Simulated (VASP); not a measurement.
Input of a VASP 6.6.1 run:

File INCAR:

```
PREC = Accurate
ENCUT = 520
EDIFF = 1E-8
ISMEAR = 0
SIGMA = 0.01
LREAL = False
LASPH = True
NELM = 80
ALGO = Normal
ISIF = 2
LWAVE = False
LCHARG = False
GGA = PE
IVDW = 12
NBANDS = 18
IBRION = 6
NFREE = 2
POTIM = 0.015
NSW = 1
LUSENCCL = False
```

KPOINTS

```
regular mesh
0
Gamma
  10 10 10
```

The input POSCAR:

```
PtS2
1.0
    1.7717198550      1.0229029352      5.3363022010
   -1.7717198550      1.0229029352      5.3363022010
    0.0000000000     -2.0458058704      5.3363022010
Pt S
1 2
Direct
    0.0000000000      0.0000000000      0.0000000000
    0.7438577294      0.7438577294      0.7438577294
    0.2561422706      0.2561422706      0.2561422706
```

Potentials or basis: VASP PAW PBE potentials, release 64 (Pt, S).

Run with:

```sh
$ cat potpaw_PBE.64/Pt/POTCAR potpaw_PBE.64/S/POTCAR > POTCAR
$ mpirun -np 1 vasp_std > vasp.out
```

(1) Estimate the highest phonon frequency at Γ, LO-TO splitting left out.

(2) Estimate the dispersion energy per atom.

## Answers

(1) 337 cm⁻¹.

(2) -0.397 eV.
